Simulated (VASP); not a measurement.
Input of a VASP 6.6.1 run:

Contents of INCAR:

```
SYSTEM = Zn2CdS3
PREC = Accurate ; ENCUT = 520
EDIFF = 1E-7 ; ISMEAR = 0
SIGMA = 0.1 ; LREAL = .False.
LASPH = .True. ; NELM = 60
ALGO = Normal ; ISIF = 2
LWAVE = .False. ; LCHARG = .False.
GGA = PE ; NBANDS = 66
```

File KPOINTS:

```
Automatic mesh
0
Gamma
  4 4 4
  0 0 0
```

POSCAR

```
Zn2CdS3
1.0
   -3.9443626520      3.9443626520      0.0000000000
    3.9443626520      3.9443626520      0.0000000000
    1.9721813260     -1.9721813260     -8.4779021662
Zn Cd S
4 2 6
Direct
    0.3279832458      1.0000000000      0.6559664916
    0.8279832458      0.5000000000      0.6559664916
    0.6720167542      1.0000000000      0.3440335084
    0.1720167542      0.5000000000      0.3440335084
    0.0000000000      0.0000000000      0.0000000000
    0.5000000000      0.5000000000      0.0000000000
    0.1553844305      0.2500000000      0.8107688610
    0.6553844305      0.7500000000      0.8107688610
    0.5000000000      0.2500000000      0.5000000000
    0.0000000000      0.7500000000      0.5000000000
    0.8446155695      0.2500000000      0.1892311390
    0.3446155695      0.7500000000      0.1892311390
```

Potentials or basis: VASP PAW PBE potentials, release 64 (Zn, Cd, S).

Launch:

```sh
$ cat potpaw_PBE.64/Zn/POTCAR potpaw_PBE.64/Cd/POTCAR potpaw_PBE.64/S/POTCAR > POTCAR
$ mpirun -np 1 vasp_std > vasp.out
```

Task: What does it give for the band gap on the k mesh?

Result: 1.54 eV.

Task: Estimate the largest force.

Result: 0.022 eV/Å.

Forces in eV/Å, atoms in the order of the input:
```
Zn   0.000  0.000  0.004
Zn   0.000  0.000  0.004
Zn   0.000  0.000 -0.004
Zn   0.000  0.000 -0.004
Cd   0.000  0.000  0.000
Cd   0.000  0.000  0.000
S    0.000  0.000  0.022
S    0.000  0.000  0.022
S    0.000  0.000  0.000
S    0.000  0.000  0.000
S    0.000  0.000 -0.022
S    0.000  0.000 -0.022
```
